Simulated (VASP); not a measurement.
Crystal: AlCo (NiAs type).

```
Co Al
1.0
     2.72942    0.00000    0.00000
    -1.36471    2.36374    0.00000
     0.00000    0.00000    7.57318
Co Al
2 2
Direct
  0.00000 0.00000 0.00000
  0.00000 0.00000 0.50000
  0.33333 0.66667 0.25000
  0.66667 0.33333 0.75000
```

Base run:

```yaml
Program: VASP 6.6.1
Functional: PBE
Potentials_or_basis: VASP PAW PBE potentials, release 64 (Co, Al)
Cutoff: 520 eV
k_mesh: 10 × 10 × 6
Occupations: fermi-dirac, width 0.05 eV
Spin: no spin polarisation
```

Its results: band gap on the k mesh zero (band 12 reaches 10.31 eV, above the bottom of band 13 at 9.03 eV); pressure 0.0 GPa.

Question: The run is repeated on the same cell with these changes: potentials or basis from VASP PAW PBE potentials, release 64 (Co, Al) to VASP PAW PBE potentials, release 64 (Co_sv, Al); cutoff from 520 eV to 600 eV; further incar settings from ALGO = Normal; EDIFF = 1e-06; NBANDS = 20 to ALGO = Normal; EDIFF = 1e-06; NBANDS = 28; valence electrons from 24 to 40. What comes out?

Answer: Band gap on the k mesh zero (band 20 reaches 11.10 eV, above the bottom of band 21 at 9.82 eV); pressure -1.4 GPa.
